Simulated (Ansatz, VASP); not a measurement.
# VFeC4N4 in VASP and in Ansatz

```
V Fe C N
1.0
     5.89198    0.00000    0.00000
     0.00000    5.89198    0.00000
     0.00000    0.00000    5.89198
V Fe C N
1 1 4 4
Direct
  0.00000 0.00000 0.00000
  0.50000 0.50000 0.50000
  0.19653 0.19653 0.19653
  0.19653 0.80347 0.80347
  0.80347 0.19653 0.80347
  0.80347 0.80347 0.19653
  0.31193 0.31193 0.31193
  0.31193 0.68807 0.68807
  0.68807 0.31193 0.68807
  0.68807 0.68807 0.31193
```

Alike in both runs: functional PBE; k mesh 4 × 4 × 4; occupations gaussian, width 0.1 eV; collinear spin.

Ansatz relaxed the structure, and its values are those at the end. VASP's run is a single point on that final structure, the one shown.

|  | VASP | Ansatz |
| --- | --- | --- |
| version | VASP 6.6.1 | Ansatz 0.2.0 |
| potentials or method | VASP PAW PBE potentials, release 64 (V_sv, Fe, C, N), cutoff 520 eV | scalar-relativistic, plane waves, PAW |
| valence electrons in the cell | 57 | 65 |

```tsv
	VASP	Ansatz	Ansatz less VASP
gap on the k mesh at the Fermi level (eV)	none	none	-
pressure (GPa)	0.6	0.4	-0.25
rms of the force components (eV/Å)	0.217	0.020	-0.1972
net moment per atom (μB)	0.10	0.50	+0.400
size of the moment on the site where the two differ most (μB)	1.81	1.06	-0.746
```

The net moments are unlike, so the other rows may belong to different states. Site moments also hang on the region over which each program counts them. A gap of «none» marks a metal or a gap that the smearing closes. VASP's potentials hold 57 valence electrons a cell and Ansatz's 65, so a difference there can come from the potentials and not from the codes.

Noted on VASP's run: the standard files for N, O and F lose accuracy on very short bonds.
